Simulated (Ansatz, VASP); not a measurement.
## Sn: VASP beside Ansatz

```
CELL_PARAMETERS angstrom
3.02907 0.00000 0.00000
0.00000 3.02907 0.00000
0.00000 0.00000 3.02907
ATOMIC_POSITIONS crystal
Sn 0.00000 0.00000 0.00000
```

Alike in both runs: task single point; functional RPBE; k mesh 11 × 11 × 11; occupations fermi-dirac, width 0.1 eV; no spin polarisation.

```csv
,VASP,Ansatz
version,VASP 6.6.1,Ansatz 0.2.0
potentials or method,"VASP PAW PBE potentials, release 64 (Sn_d), cutoff 520 eV","plane waves (420 eV) with PAW, scalar-relativistic"
valence electrons in the cell,14,14
```

|  | VASP | Ansatz | Ansatz less VASP |
| --- | --- | --- | --- |
| pressure (GPa) | 4.7 | 4.7 | +0.01 |

VASP's potentials were made for PBE, not for RPBE.
